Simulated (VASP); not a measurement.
Input of a VASP 6.6.1 run:

The input INCAR:

```
SYSTEM = Nb
PREC = Accurate
ENCUT = 600
EDIFF = 1E-6
ISMEAR = -1
SIGMA = 0.1
LREAL = .False.
LASPH = .True.
NELM = 100
ALGO = Normal
ISIF = 3
LWAVE = .False.
LCHARG = .False.
IBRION = 2
NSW = 80
EDIFFG = -0.01
```

The input KPOINTS:

```
regular mesh
0
Gamma
  8 8 11
  0 0 0
```

The input POSCAR:

```
Nb
1.0
    4.6658771090      0.0000000000      0.0000000000
   -2.3329385545      4.0407681073      0.0000000000
    0.0000000000      0.0000000000      2.8601826678
Nb
3
Direct
    0.0000000000      0.0000000000      0.0000000000
    0.3333333333      0.6666666667      0.5000000000
    0.6666666667      0.3333333333      0.5000000000
```

Potentials or basis: VASP PAW LDA potentials, release 64 (Nb_sv).

Launch:

```console
$ cat potpaw_LDA.64/Nb_sv/POTCAR > POTCAR
$ mpirun -np 1 vasp_std > vasp.out
```

(1) Estimate the space group after relaxing (to 0.1 Å).

(2) What does it give for the relaxed cell?

## Answers

(1) P6/mmm (No. 191).

(2) a = 4.791 Å, b = 4.791 Å, c = 2.635 Å, α = 90.00°, β = 90.00°, γ = 120.00°.
